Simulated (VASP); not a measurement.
# Al2Rh in VASP: notebook

Al2Rh is run at these levels: PBE; tasks: single point, relaxation of cell and atoms.

Program: VASP 6.6.1. These are calculated values, not measurements. Logs are shortened: lines on timing, memory, paths and dates and some standing lists are left out, and cuts for length are marked.

## 1. The cell of the first run

The structure is tetragonal, space group P4/mmm (No. 123). The conventional cell has a = 4.252 Å, b = 4.252 Å, c = 2.817 Å, α = 90.00°, β = 90.00°, γ = 90.00°. Within 3.4 Å of Al (site symmetry mmm) lie 4 Rh at 2.55 Å and 6 Al at 2.82 to 3.01 Å. Within 3.4 Å of Rh (site symmetry 4/mmm) lie 8 Al at 2.55 Å and 2 Rh at 2.82 Å.

The cell was built from a structure type or drawn by symmetry, and may not be a known phase.

## 2. Single point, PBE

INCAR reads:

```
SYSTEM = Al2Rh
PREC     = Accurate       ! precision mode
ENCUT    = 520            ! plane-wave cutoff, eV
EDIFF    = 1E-7           ! SCF threshold, eV
ISMEAR   = 0              ! smearing method
SIGMA    = 0.1            ! smearing width, eV
LREAL    = .False.        ! projectors in reciprocal space
LASPH    = .True.         ! aspherical terms in the spheres
NELM     = 60             ! most SCF steps
ALGO     = Normal         ! electronic algorithm
ISIF     = 2              ! what is computed and relaxed
LWAVE    = .False.        ! write WAVECAR
LCHARG   = .False.        ! write CHGCAR
GGA      = PE             ! functional
NBANDS   = 18             ! bands
```

KPOINTS reads:

```
regular mesh
0
Gamma
  4 4 6
  0 0 0
```

POSCAR reads:

```
Al2Rh
1.0
    4.2522460397      0.0000000000      0.0000000000
    0.0000000000      4.2522460397      0.0000000000
    0.0000000000      0.0000000000      2.8169192550
Al Rh
2 1
Direct
    0.0000000000      0.5000000000      0.0000000000
    0.5000000000      0.0000000000      0.0000000000
    0.5000000000      0.5000000000      0.5000000000
```

Potentials or basis: VASP PAW PBE potentials, release 64 (Al, Rh_pv).

The run is started by

```console
$ cat potpaw_PBE.64/Al/POTCAR potpaw_PBE.64/Rh_pv/POTCAR > POTCAR
$ mpirun -np 1 vasp_std > vasp.out
```

OUTCAR:

```text
SYSTEM = Al2Rh
   PREC = Accurate
   ENCUT = 520
   EDIFF = 1E-7
   ISMEAR = 0
   LREAL = .False.
   LASPH = .True.
   NELM = 60
   ISIF = 2
   GGA = PE

 ion  position               nearest neighbor table
   1  0.000  0.500  0.000-   3 2.55   3 2.55   3 2.55   3 2.55   2 3.01   2 3.01   2 3.01   2 3.01

   2  0.500  0.000  0.000-   3 2.55   3 2.55   3 2.55   3 2.55   1 3.01   1 3.01   1 3.01   1 3.01

   3  0.500  0.500  0.500-   1 2.55   2 2.55   1 2.55   2 2.55   2 2.55   2 2.55   1 2.55   1 2.55

  LATTYP: Found a simple tetragonal cell.
 ALAT       =     4.2522460397
 C/A-ratio  =     0.6624544367

  Lattice vectors:

 A1 = (   4.2522460397,   0.0000000000,   0.0000000000)
 A2 = (   0.0000000000,   4.2522460397,   0.0000000000)
 A3 = (   0.0000000000,   0.0000000000,   2.8169192550)

Analysis of symmetry for initial positions (statically):
=====================================================================
 Subroutine PRICEL returns:
 Original cell was already a primitive cell.

 Routine SETGRP: Setting up the symmetry group for a
 simple tetragonal supercell.

 Subroutine GETGRP returns: Found 16 space group operations
 (whereof 16 operations were pure point group operations)
 out of a pool of 16 trial point group operations.

The static configuration has the point symmetry D_4h.

Analysis of symmetry for dynamics (positions and initial velocities):
=====================================================================
 Subroutine PRICEL returns:
 Original cell was already a primitive cell.

 Routine SETGRP: Setting up the symmetry group for a
 simple tetragonal supercell.

 Subroutine GETGRP returns: Found 16 space group operations
 (whereof 16 operations were pure point group operations)
 out of a pool of 16 trial point group operations.

The dynamic configuration has the point symmetry D_4h.

 Subroutine INISYM returns: Found 16 space group operations
 (whereof 16 operations are pure point group operations),
 and found     1 'primitive' translations

----------------------------------------------------------------------------------------

                                     Primitive cell

  volume of cell :      50.9344

  direct lattice vectors                    reciprocal lattice vectors
     4.252246040  0.000000000  0.000000000     0.235169835  0.000000000  0.000000000
     0.000000000  4.252246040  0.000000000     0.000000000  0.235169835  0.000000000
     0.000000000  0.000000000  2.816919255     0.000000000  0.000000000  0.354997751

  length of vectors
     4.252246040  4.252246040  2.816919255     0.235169835  0.235169835  0.354997751

  position of ions in fractional coordinates (direct lattice)
     0.000000000  0.500000000  0.000000000
     0.500000000  0.000000000  0.000000000
     0.500000000  0.500000000  0.500000000

  ion indices of the primitive-cell ions
   primitive index   ion index
                 1           1
                 2           2
                 3           3

----------------------------------------------------------------------------------------

 KPOINTS: regular mesh

Automatic generation of k-mesh.
 Grid dimensions read from file:
 generate k-points for:    4    4    6

 Generating k-lattice:

  Cartesian coordinates                     Fractional coordinates (reciprocal lattice)
     0.058792459  0.000000000  0.000000000     0.250000000  0.000000000  0.000000000
     0.000000000  0.058792459  0.000000000     0.000000000  0.250000000  0.000000000
     0.000000000  0.000000000  0.059166292     0.000000000  0.000000000  0.166666667

  Length of vectors
     0.058792459  0.058792459  0.059166292

  Shift w.r.t. Gamma in fractional coordinates (k-lattice)
     0.000000000  0.000000000  0.000000000

 Subroutine IBZKPT returns following result:
 ===========================================

 Found     24 irreducible k-points:

 Following reciprocal coordinates:
            Coordinates               Weight
  0.000000  0.000000  0.000000      1.000000
  0.250000  0.000000  0.000000      4.000000
  0.500000  0.000000  0.000000      2.000000
  0.250000  0.250000  0.000000      4.000000
  0.500000  0.250000  0.000000      4.000000
  0.500000  0.500000  0.000000      1.000000
[... 16 lines left out ...]
  0.500000  0.250000  0.500000      4.000000
  0.500000  0.500000  0.500000      1.000000
   k-points           NKPTS =     24   k-points in BZ     NKDIM =     24   number of bands    NBANDS=     18
   number of dos      NEDOS =    301   number of ions     NIONS =      3
   total plane-waves  NPLWV =  24576
   dimension x,y,z NGX =    32 NGY =   32 NGZ =   24
   dimension x,y,z NGXF=    64 NGYF=   64 NGZF=   48
   ions per type =               2   1
   NGX,Y,Z   is equivalent  to a cutoff of  12.51, 12.51, 14.16 a.u.
   NGXF,Y,Z  is equivalent  to a cutoff of  25.02, 25.02, 28.33 a.u.
 SYSTEM =  Al2Rh
   PREC   = accura    normal or accurate (medium, high low for compatibility)
   ISTART =      0    job   : 0-new  1-cont  2-samecut
   ICHARG =      2    charge: 1-file 2-atom 10-const
   ISPIN  =      1    spin polarized calculation?
   LNONCOLLINEAR =      F non collinear calculations
   LSORBIT =      F    spin-orbit coupling
   LASPH  =      T    aspherical Exc in radial PAW
   ENCUT  =  520.0 eV  38.22 Ry    6.18 a.u.   7.91  7.91  5.24*2*pi/ulx,y,z
   NELM   =     60;   NELMIN=  2; NELMDL= -5     # of ELM steps
   EDIFF  = 0.1E-06   stopping-criterion for ELM
   LREAL  =      F    real-space projection
   EDIFFG = 0.1E-05   stopping-criterion for IOM
   NSW    =      0    number of steps for IOM
   IBRION =     -1    ionic relax: 0-MD 1-quasi-New 2-CG
   NFREE  =      0    steps in history (QN), initial steepest desc. (CG)
   ISIF   =      2    stress and relaxation
   ISYM   =      2    0-nonsym 1-usesym 2-fastsym
   POTIM  = 0.5000    time-step for ionic-motion
   TEBEG  =    0.0;   TEEND  =   0.0 temperature during run
   PSTRESS=    0.0 pullay stress
   NELECT =      21.0000    total number of electrons
   NUPDOWN=      -1.0000    fix difference up-down
   EMIN   =  10.00;   EMAX   =-10.00  energy-range for DOS
   EFERMI =   0.00;   METHOD = LEGACY
   ISMEAR =     0;   SIGMA  =   0.10  broadening in eV -4-tet -1-fermi 0-gaus
   EFERMI_NEDOS =   21; number of points for ismear=-14 and -15
   IALGO  =     38    algorithm
   IMIX   =      4    mixing-type and parameters
     AMIX     =   0.40;   BMIX     =  1.00
     AMIX_MAG =   1.60;   BMIX_MAG =  1.00
  volume/ion in A,a.u.               =      16.98       114.57
  Fermi-wavevector in a.u.,A,eV,Ry     =   1.218459  2.302553 20.199781  1.484642
  Thomas-Fermi vector in A             =   2.353745
   LORBIT       =      0    0 simple, 1 ext, 2 COOP (PROOUT), +10 PAW based schemes
   GGA     = PE    functional components
   LHFCALC =     F    Hartree Fock is set to
   AEXX    =    0.0000 exact exchange contribution
   IVDW    =     0    specifies the selected vdW correction
   LEPSILON=     F    determine dielectric tensor
   LRPA    =     F    only Hartree local field effects (RPA)
 non-spin polarized calculation
 Gauss-broadening in eV      SIGMA  =   0.10
  energy-cutoff  :      520.00
  volume of cell :       50.93
 maximum number of plane-waves:      1411
 NGX is ok and might be reduce to    32
   NGX = 15   NGY = 15   NGZ = 11

 number of electron      20.9999995 magnetization

 Free energy of the ion-electron system (eV)
  ---------------------------------------------------
  ext. energy  EPLUGINS =         0.00000000
  ---------------------------------------------------
  free energy    TOTEN  =       -16.79242688 eV

  energy without entropy =      -16.78829243  energy(sigma->0) =      -16.79035965

 E-fermi :   8.1315     XC(G=0): -10.7249

 val. band max:        8.1279591282   @ k =   0.2500   0.0000   0.5000
 cond. band min:       8.2368758307   @ k =   0.2500   0.2500   0.5000
 fundamental gap:      0.1089167025
 Fermi energy:         8.1314818768

 k-point     1 :       0.0000    0.0000    0.0000
  band No.  band energies     occupation
      1     -38.5887      2.00000
      2     -38.5887      2.00000
      3     -38.4997      2.00000
      4      -1.7573      2.00000
      5       2.3082      2.00000
      6       3.3906      2.00000
[... 10 lines left out ...]
     17      16.8313      0.00000
     18      16.9611      0.00000

 k-point     2 :       0.2500    0.0000    0.0000
  band No.  band energies     occupation
      1     -38.5901      2.00000
      2     -38.5886      2.00000
      3     -38.4997      2.00000
      4      -1.2469      2.00000
      5       1.9842      2.00000
      6       3.2803      2.00000
[... 10 lines left out ...]
     17      17.5997      0.00000
     18      19.0370      0.00000

 k-point     3 :       0.5000    0.0000    0.0000
  band No.  band energies     occupation
      1     -38.5914      2.00000
      2     -38.5886      2.00000
      3     -38.4998      2.00000
      4      -0.2447      2.00000
      5       0.8572      2.00000
      6       3.2618      2.00000
[... 10 lines left out ...]
     17      18.4335      0.00000
     18      19.2640      0.00000

 k-point     4 :       0.2500    0.2500    0.0000
  band No.  band energies     occupation
      1     -38.5900      2.00000
      2     -38.5900      2.00000
      3     -38.4998      2.00000
      4      -0.7269      2.00000
      5       2.1004      2.00000
      6       2.9738      2.00000
[... 375 lines left out ...]
      4       2.2619      2.00000
      5       2.7257      2.00000
      6       3.6945      2.00000
[... 10 lines left out ...]
     17      15.2406      0.00000
     18      16.8423      0.00000

 k-point    23 :       0.5000    0.2500    0.5000
  band No.  band energies     occupation
      1     -38.7546      2.00000
      2     -38.5637      2.00000
      3     -38.5631      2.00000
      4       2.1394      2.00000
      5       2.6687      2.00000
      6       4.1341      2.00000
[... 10 lines left out ...]
     17      17.1153      0.00000
     18      17.4200      0.00000

 k-point    24 :       0.5000    0.5000    0.5000
  band No.  band energies     occupation
      1     -38.7543      2.00000
      2     -38.5636      2.00000
      3     -38.5636      2.00000
      4       2.3154      2.00000
      5       2.3154      2.00000
      6       5.0255      2.00000
[... 10 lines left out ...]
     17      17.9830      0.00000
     18      20.0642      0.00000

------------------------ aborting loop because EDIFF is reached ----------------------------------------

  FORCE on cell =-STRESS in cart. coord.  units (eV):
  Direction    XX          YY          ZZ          XY          YZ          ZX
  --------------------------------------------------------------------------------------
  -------------------------------------------------------------------------------------
  Total       -0.0050787     -0.0050787     -0.0017235      0.0000000      0.0000000      0.0000000
  in kB       -0.1597553     -0.1597553     -0.0542143      0.0000000      0.0000000      0.0000000
  external PRESSURE =      -0.1245750 kB  Pullay stress =       0.0000000 kB

 VOLUME and BASIS-vectors are now :
 -----------------------------------------------------------------------------
  energy-cutoff  :      520.00
  volume of cell :       50.93
      direct lattice vectors                 reciprocal lattice vectors
     4.252246040  0.000000000  0.000000000     0.235169835  0.000000000  0.000000000
     0.000000000  4.252246040  0.000000000     0.000000000  0.235169835  0.000000000
     0.000000000  0.000000000  2.816919255     0.000000000  0.000000000  0.354997751

 POSITION                                       TOTAL-FORCE (eV/Angst)
 -----------------------------------------------------------------------------------
      0.00000      2.12612      0.00000         0.000000      0.000000      0.000000
      2.12612      0.00000      0.00000         0.000000      0.000000      0.000000
      2.12612      2.12612      1.40846         0.000000      0.000000      0.000000
 -----------------------------------------------------------------------------------
    total drift:                                0.000000     -0.000000     -0.000000

  FREE ENERGIE OF THE ION-ELECTRON SYSTEM (eV)
  ---------------------------------------------------
  free  energy   TOTEN  =       -16.7924268768 eV

  energy  without entropy=      -16.7882924280  energy(sigma->0) =      -16.79035965
```

Run time: 8.1 s. Hardware: 1 thread of AMD EPYC 9R45 (Zen 5), shared host; peak memory 0.14 GiB.

What came out:

```yaml
Free_energy: -16.7924 eV
Pressure: 0.0 GPa
Band_gap_on_the_k_mesh: zero (an odd number of electrons rules out a gap without spin polarisation)
```

Caveat: the k points lie up to 0.37 Å⁻¹ apart, too coarse for converged energies and pressures of a metal.

(Part 1 of 2 ends here.)
